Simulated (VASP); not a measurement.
The system is Si2P.

```
Si P
1.0
     4.44006    0.00000    0.00000
    -2.22003    3.84520    0.00000
     0.00000    0.00000    5.08784
Si P
4 2
Direct
  0.00000 0.00000 0.00000
  0.00000 0.00000 0.50000
  0.33333 0.66667 0.75000
  0.66667 0.33333 0.25000
  0.33333 0.66667 0.25000
  0.66667 0.33333 0.75000
```

```yaml
Program: VASP 6.6.1
Task: relaxation of cell and atoms
Functional: PBE
Potentials_or_basis: VASP PAW PBE potentials, release 64 (Si, P)
Cutoff: 600 eV
k_mesh: 12 × 12 × 8
Occupations: gaussian, width 0.1 eV
Spin: no spin polarisation
```

At the start: pressure 0.6 GPa; volume 14.48 Å³/atom.

Where does the relaxation end?

Over 5 steps the energy falls by 3.8 meV/atom and the volume is 14.63 Å³/atom (+1.1 %); space group P6_3/mmc (No. 194, to 0.05 Å).

The path:
```csv
step,energy change (eV),largest force (eV/Å),pressure (GPa),volume (Å³)
1,0.0000,0.0000,0.58,86.86
2,-0.0188,0.0000,0.11,87.51
3,-0.0226,0.0000,-0.12,87.92
4,-0.0227,0.0000,-0.15,87.99
5,-0.0228,0.0000,0.05,87.79
```

Final structure:
```xyz
6
Lattice="4.5020 0.0000 0.0000 -2.2510 3.8989 0.0000 0.0000 0.0000 5.0014" Properties=species:S:1:pos:R:3 pbc="T T T"
Si    0.0000    0.0000    0.0000
Si    0.0000    0.0000    2.5007
Si    0.0000    2.5992    3.7511
Si    2.2510    1.2996    1.2504
P     0.0000    2.5992    1.2504
P     2.2510    1.2996    3.7511
```
